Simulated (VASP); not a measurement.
# Mg (Im-3m) in VASP: further runs

Runs on Mg. Level: PBE. Tasks: single point.

Everything below comes from runs of VASP 6.6.1. Logs are shortened: lines on timing, memory, paths and dates and some standing lists are left out, and cuts for length are marked.

## 1. The cell of the first run

The structure is cubic, space group Im-3m (No. 229). The conventional cell has a = 2.841 Å, b = 2.841 Å, c = 2.841 Å, α = 90.00°, β = 90.00°, γ = 90.00°. Within 3.2 Å of Mg (site symmetry m-3m) lie 14 Mg at 2.46 to 2.84 Å.

## 2. Single point, PBE

Input file INCAR:

```
PREC = Accurate ; ENCUT = 520
EDIFF = 1E-6 ; ISMEAR = -1
SIGMA = 0.1 ; LREAL = F
LASPH = T ; NELM = 80
ALGO = Normal ; ISIF = 2
LWAVE = F ; LCHARG = T
GGA = PE ; LELF = T
LVHAR = T ; NBANDS = 7
```

Input file KPOINTS:

```
Automatic mesh
0
Gamma
  19 19 19
```

Input file POSCAR:

```
Mg
1.0
   -1.4203997308      1.4203997308      1.4203997308
    1.4203997308     -1.4203997308      1.4203997308
    1.4203997308      1.4203997308     -1.4203997308
Mg
1
Direct
    0.0000000000      0.0000000000      0.0000000000
```

Potentials or basis: VASP PAW PBE potentials, release 64 (Mg).

The run is started by

```
$ cat potpaw_PBE.64/Mg/POTCAR > POTCAR
$ mpirun -np 1 vasp_std > vasp.out
```

OUTCAR:

```text
PREC = Accurate
   ENCUT = 520
   EDIFF = 1E-6
   ISMEAR = -1
   LREAL = F
   LASPH = T
   NELM = 80
   ISIF = 2
   GGA = PE

 ion  position               nearest neighbor table
   1  0.000  0.000  0.000-

  LATTYP: Found a body centered cubic cell.
 ALAT       =     2.8407994616

  Lattice vectors:

 A1 = (  -1.4203997308,   1.4203997308,   1.4203997308)
 A2 = (   1.4203997308,  -1.4203997308,   1.4203997308)
 A3 = (   1.4203997308,   1.4203997308,  -1.4203997308)

Analysis of symmetry for initial positions (statically):
=====================================================================
 Subroutine PRICEL returns:
 Original cell was already a primitive cell.

 Routine SETGRP: Setting up the symmetry group for a
 body centered cubic supercell.

 Subroutine GETGRP returns: Found 48 space group operations
 (whereof 48 operations were pure point group operations)
 out of a pool of 48 trial point group operations.

The static configuration has the point symmetry O_h .

Analysis of symmetry for dynamics (positions and initial velocities):
=====================================================================
 Subroutine PRICEL returns:
 Original cell was already a primitive cell.

 Routine SETGRP: Setting up the symmetry group for a
 body centered cubic supercell.

 Subroutine GETGRP returns: Found 48 space group operations
 (whereof 48 operations were pure point group operations)
 out of a pool of 48 trial point group operations.

The dynamic configuration has the point symmetry O_h .

 Subroutine INISYM returns: Found 48 space group operations
 (whereof 48 operations are pure point group operations),
 and found     1 'primitive' translations

----------------------------------------------------------------------------------------

                                     Primitive cell

  volume of cell :      11.4628

  direct lattice vectors                    reciprocal lattice vectors
    -1.420399731  1.420399731  1.420399731     0.000000000  0.352013584  0.352013584
     1.420399731 -1.420399731  1.420399731     0.352013584  0.000000000  0.352013584
     1.420399731  1.420399731 -1.420399731     0.352013584  0.352013584  0.000000000

  length of vectors
     2.460204501  2.460204501  2.460204501     0.497822385  0.497822385  0.497822385

  position of ions in fractional coordinates (direct lattice)
     0.000000000  0.000000000  0.000000000

  ion indices of the primitive-cell ions
   primitive index   ion index
                 1           1

----------------------------------------------------------------------------------------

 KPOINTS: Automatic mesh

Automatic generation of k-mesh.
 Grid dimensions read from file:
 generate k-points for:   19   19   19

 Generating k-lattice:

  Cartesian coordinates                     Fractional coordinates (reciprocal lattice)
     0.000000000  0.018527031  0.018527031     0.052631579  0.000000000  0.000000000
     0.018527031  0.000000000  0.018527031     0.000000000  0.052631579  0.000000000
     0.018527031  0.018527031  0.000000000     0.000000000  0.000000000  0.052631579

  Length of vectors
     0.026201178  0.026201178  0.026201178

  Shift w.r.t. Gamma in fractional coordinates (k-lattice)
     0.000000000  0.000000000  0.000000000

 Subroutine IBZKPT returns following result:
 ===========================================

 Found    220 irreducible k-points:

 Following reciprocal coordinates:
            Coordinates               Weight
  0.000000  0.000000  0.000000      1.000000
  0.052632  0.000000  0.000000     12.000000
  0.105263  0.000000  0.000000     12.000000
  0.157895  0.000000  0.000000     12.000000
  0.210526  0.000000  0.000000     12.000000
  0.263158  0.000000  0.000000     12.000000
[... 16 lines left out ...]
  0.263158  0.105263 -0.000000     48.000000
  0.315789  0.105263  0.000000     48.000000
 [... further k-points ...]
   k-points           NKPTS =    220   k-points in BZ     NKDIM =    220   number of bands    NBANDS=      7
   number of dos      NEDOS =    301   number of ions     NIONS =      1
   total plane-waves  NPLWV =   5832
   dimension x,y,z NGX =    18 NGY =   18 NGZ =   18
   dimension x,y,z NGXF=    36 NGYF=   36 NGZF=   36
   ions per type =               1
   NGX,Y,Z   is equivalent  to a cutoff of  12.16, 12.16, 12.16 a.u.
   NGXF,Y,Z  is equivalent  to a cutoff of  24.33, 24.33, 24.33 a.u.
 SYSTEM =  unknown system
   PREC   = accura    normal or accurate (medium, high low for compatibility)
   ISTART =      0    job   : 0-new  1-cont  2-samecut
   ICHARG =      2    charge: 1-file 2-atom 10-const
   ISPIN  =      1    spin polarized calculation?
   LNONCOLLINEAR =      F non collinear calculations
   LSORBIT =      F    spin-orbit coupling
   LASPH  =      T    aspherical Exc in radial PAW
   ENCUT  =  520.0 eV  38.22 Ry    6.18 a.u.   4.57  4.57  4.57*2*pi/ulx,y,z
   NELM   =     80;   NELMIN=  2; NELMDL= -5     # of ELM steps
   EDIFF  = 0.1E-05   stopping-criterion for ELM
   LREAL  =      F    real-space projection
   EDIFFG = 0.1E-04   stopping-criterion for IOM
   NSW    =      0    number of steps for IOM
   IBRION =     -1    ionic relax: 0-MD 1-quasi-New 2-CG
   NFREE  =      0    steps in history (QN), initial steepest desc. (CG)
   ISIF   =      2    stress and relaxation
   ISYM   =      2    0-nonsym 1-usesym 2-fastsym
   POTIM  = 0.5000    time-step for ionic-motion
   TEBEG  =    0.0;   TEEND  =   0.0 temperature during run
   PSTRESS=    0.0 pullay stress
   NELECT =       2.0000    total number of electrons
   NUPDOWN=      -1.0000    fix difference up-down
   EMIN   =  10.00;   EMAX   =-10.00  energy-range for DOS
   EFERMI =   0.00;   METHOD = LEGACY
   ISMEAR =    -1;   SIGMA  =   0.10  broadening in eV -4-tet -1-fermi 0-gaus
   EFERMI_NEDOS =   21; number of points for ismear=-14 and -15
   IALGO  =     38    algorithm
   IMIX   =      4    mixing-type and parameters
     AMIX     =   0.40;   BMIX     =  1.00
     AMIX_MAG =   1.60;   BMIX_MAG =  1.00
  volume/ion in A,a.u.               =      11.46        77.35
  Fermi-wavevector in a.u.,A,eV,Ry     =   0.914789  1.728700 11.385884  0.836839
  Thomas-Fermi vector in A             =   2.039456
   LORBIT       =      0    0 simple, 1 ext, 2 COOP (PROOUT), +10 PAW based schemes
   GGA     = PE    functional components
   LHFCALC =     F    Hartree Fock is set to
   AEXX    =    0.0000 exact exchange contribution
   IVDW    =     0    specifies the selected vdW correction
   LEPSILON=     F    determine dielectric tensor
   LRPA    =     F    only Hartree local field effects (RPA)
 non-spin polarized calculation
  energy-cutoff  :      520.00
  volume of cell :       11.46
 maximum number of plane-waves:       321
   NGX =  9   NGY =  9   NGZ =  9

 number of electron       2.0000000 magnetization

 Free energy of the ion-electron system (eV)
  ---------------------------------------------------
  ext. energy  EPLUGINS =         0.00000000
  ---------------------------------------------------
  free energy    TOTEN  =         0.43780324 eV

  energy without entropy =        0.44768990  energy(sigma->0) =        0.44274657

 E-fermi :   7.6294     XC(G=0): -10.9560

 val. band max:        7.6206638487   @ k =  -0.4737  -0.4737   0.2632
 cond. band min:       7.6607969758   @ k =   0.3158   0.3158   0.0526
 fundamental gap:      0.0401331272
 Fermi energy:         7.6293675390

 k-point     1 :       0.0000    0.0000    0.0000
  band No.  band energies     occupation
      1      -2.8814      2.00000
      2      26.1097      0.00000
      3      26.1097      0.00000
      4      26.1097      0.00000
      5      29.0165      0.00000
      6      29.0165      0.00000
      7      30.9154      0.00000

 k-point     2 :       0.0526    0.0000    0.0000
  band No.  band energies     occupation
      1      -2.7765      2.00000
      2      25.1408      0.00000
      3      25.5101      0.00000
      4      26.0286      0.00000
      5      28.0093      0.00000
      6      28.3227      0.00000
      7      31.7021      0.00000

 k-point     3 :       0.1053    0.0000    0.0000
  band No.  band energies     occupation
      1      -2.4632      2.00000
      2      22.7463      0.00000
      3      24.3144      0.00000
      4      25.8119      0.00000
      5      27.2475      0.00000
      6      27.7228      0.00000
      7      32.9563      0.00000

 k-point     4 :       0.1579    0.0000    0.0000
  band No.  band energies     occupation
      1      -1.9457      2.00000
      2      20.1125      0.00000
      3      23.0673      0.00000
      4      25.5187      0.00000
      5      26.2504      0.00000
      6      27.7392      0.00000
      7      33.9352      0.00000

 k-point     5 :       0.2105    0.0000    0.0000
  band No.  band energies     occupation
      1      -1.2308      2.00000
      2      17.5537      0.00000
      3      21.9326      0.00000
      4      25.2061      0.00000
      5      25.3943      0.00000
      6      27.7337      0.00000
      7      34.2905      0.00000
[... 161 lines left out ...]
 k-point    22 :       0.2105    0.1053    0.0000
  band No.  band energies     occupation
      1      -0.0302      2.00000
      2      15.1962      0.00000
      3      18.7160      0.00000
      4      24.1945      0.00000
      5      25.8450      0.00000
      6      29.3602      0.00000
      7      33.1361      0.00000

 k-point    23 :       0.2632    0.1053   -0.0000
  band No.  band energies     occupation
      1       1.0433      2.00000
      2      12.9942      0.00000
      3      17.9664      0.00000
      4      23.7628      0.00000
      5      25.4458      0.00000
      6      29.4907      0.00000
      7      33.1105      0.00000

 k-point    24 :       0.3158    0.1053    0.0000
  band No.  band energies     occupation
      1       2.2780      2.00000
      2      10.9143      0.00000
      3      17.4092      0.00000
      4      23.4081      0.00000
      5      25.1100      0.00000
      6      29.4947      0.00000
      7      33.3835      0.00000

 [... further k-points ...]
[... 5 lines left out ...]
  --------------------------------------------------------------------------------------
  -------------------------------------------------------------------------------------
  Total        6.8439936      6.8439936      6.8439936     -0.0000000     -0.0000000      0.0000000
  in kB      956.5957448    956.5957448    956.5957448     -0.0000000     -0.0000000      0.0000000
  external PRESSURE =     956.5957448 kB  Pullay stress =       0.0000000 kB

 VOLUME and BASIS-vectors are now :
 -----------------------------------------------------------------------------
  energy-cutoff  :      520.00
  volume of cell :       11.46
      direct lattice vectors                 reciprocal lattice vectors
    -1.420399731  1.420399731  1.420399731     0.000000000  0.352013584  0.352013584
     1.420399731 -1.420399731  1.420399731     0.352013584  0.000000000  0.352013584
     1.420399731  1.420399731 -1.420399731     0.352013584  0.352013584  0.000000000

 POSITION                                       TOTAL-FORCE (eV/Angst)
 -----------------------------------------------------------------------------------
      0.00000      0.00000      0.00000        -0.000000     -0.000000      0.000000
 -----------------------------------------------------------------------------------
    total drift:                                0.000000      0.000000      0.000000

  FREE ENERGIE OF THE ION-ELECTRON SYSTEM (eV)
  ---------------------------------------------------
  free  energy   TOTEN  =         0.4378032352 eV

  energy  without entropy=        0.4476898974  energy(sigma->0) =        0.44274657
```

Run time: 6.9 s. Hardware: 1 thread of Intel Xeon 6975P-C (Granite Rapids), shared host; peak memory 0.13 GiB.

Results:

| Item | Value |
| --- | --- |
| Free energy | 0.4378 eV |
| Pressure | 95.7 GPa |
| Band gap on the k mesh | zero (band 1 reaches 10.91 eV, above the bottom of band 2 at 6.73 eV) |

## 3. Single point, PBE

Input file INCAR:

```
SYSTEM = Mg
  PREC = Accurate
  ENCUT = 520
  EDIFF = 1E-6
  ISMEAR = -1
  SIGMA = 0.1
  LREAL = .FALSE.
  LASPH = .TRUE.
  NELM = 80
  ALGO = Normal
  ISIF = 2
  LWAVE = .FALSE.
  LCHARG = .FALSE.
  GGA = PE
  NBANDS = 7
```

Input file KPOINTS:

```
regular mesh
0
G
  19 19 19
  0 0 0
```

Input file POSCAR:

```
Mg
1.0
   -1.4202942596      1.4202942596      1.4202942596
    1.4202942596     -1.4202942596      1.4202942596
    1.4202942596      1.4202942596     -1.4202942596
Mg
1
Direct
    0.0000000000      0.0000000000      0.0000000000
```

Potentials or basis: VASP PAW PBE potentials, release 64 (Mg).

The run is started by

```
$ cat potpaw_PBE.64/Mg/POTCAR > POTCAR
$ mpirun -np 1 vasp_std > vasp.out
```

Wall time 5.3 s (1 thread of Intel Xeon 6975P-C (Granite Rapids), shared host); peak memory 0.13 GiB.

It converged, with:

```
Free energy            : 0.4393 eV
Pressure               : 95.7 GPa
Band gap on the k mesh : zero (band 1 reaches 10.92 eV, above the bottom of band 2 at 6.73 eV)
```

Levels at points of the mesh, in eV from the Fermi level:
```tsv
k point	band 1	band 2	band 3	band 4	band 5	band 6
(0.00, 0.00, 0.00)	-10.51	18.48	18.48	18.48	21.39	21.39
```
